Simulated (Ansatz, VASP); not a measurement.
# AgRh in VASP and in Ansatz

INCAR

```
  PREC = Accurate
  ENCUT = 520
  EDIFF = 1E-6
  ISMEAR = -1
  SIGMA = 0.05
  LREAL = F
  LASPH = T
  NELM = 150
  ALGO = Fast
  ISIF = 2
  LWAVE = F
  LCHARG = F
  MAGMOM = 0 0 0 0 0 0
  LORBIT = 11
  LSORBIT = T
  GGA_COMPAT = F
  LORBMOM = T
  LMAXMIX = 4
  GGA = PS
  NBANDS = 38
```

File KPOINTS:

```
regular mesh
0
Gamma
  11 11 6
```

Contents of POSCAR:

```
AgRh
1.0
    2.7775881998      0.0000000000      0.0000000000
   -1.3887940999      2.4054619423      0.0000000000
    0.0000000000      0.0000000000      4.8086020000
Ag Rh
1 1
Direct
    0.0000000000      0.0000000000      0.5000000000
    0.6666666667      0.3333333333      0.0000000000
```

Contents of input.yaml:

```yaml
crystal:
  lattice:
    - [2.7775881998, 0.0, 0.0]
    - [-1.3887940999, 2.4054619423, 0.0]
    - [0.0, 0.0, 4.808602]
  atoms:
    - { symbol: Ag, position: [0.0, 0.0, 0.5] }
    - { symbol: Rh, position: [0.6666666667, 0.3333333333, 0.0] }
hamiltonian:
  xc: pbesol
  pseudopotentials: { kind: paw_fr }
magnetization:
  noncollinear: true
  spin_orbit: true
kpoints:
  mp_grid: { grid: [11, 11, 6] }
  band_path:
    path:
      - [[0.0, 0.0, 0.0], [0.5, 0.0, 0.0], [0.3333333333, 0.3333333333, 0.0], [0.0, 0.0, 0.0], [0.0, 0.0, 0.5], [0.5, 0.0, 0.5], [0.3333333333, 0.3333333333, 0.5], [0.0, 0.0, 0.5]]
      - [[0.5, 0.0, 0.5], [0.5, 0.0, 0.0]]
      - [[0.3333333333, 0.3333333333, 0.0], [0.3333333333, 0.3333333333, 0.5]]
    npoints: 14
scf:
  occupations: { method: fermi_dirac, width: 0.05 }
  n_extra_bands: 6
output:
  forces: true
  stress: true
  eigenvalues: true
  fatbands: false
```

Alike in both runs: functional PBEsol; k mesh 11 × 11 × 6; occupations fermi-dirac, width 0.05 eV; non-collinear spin, spin-orbit coupling.

|  | VASP | Ansatz |
| --- | --- | --- |
| version | VASP 6.6.1 | Ansatz 0.2.0 |
| potentials or method | VASP PAW PBE potentials, release 64 (Ag, Rh_pv) | Ansatz PAW |
| plane-wave cutoff (eV) | 520 | 420 |
| valence electrons in the cell | 26 | 36 |
| task | single point | band structure |

VASP gave:

| Item | Value |
| --- | --- |
| pressure (GPa) | -10.6 |
| traceless stress, the component that is largest in VASP (GPa) | -0.15 |
| net moment per atom (μB) | 0.00 |

Problem. What did Ansatz give for the same quantities?

Solution. Pressure (GPa): -10.5; traceless stress, the component that is largest in VASP (GPa): -0.17; net moment per atom (μB): 0.00.

VASP's potentials were made for PBE, not for PBEsol. VASP's potentials hold 26 valence electrons a cell and Ansatz's 36, so a difference there can come from the potentials and not from the codes.
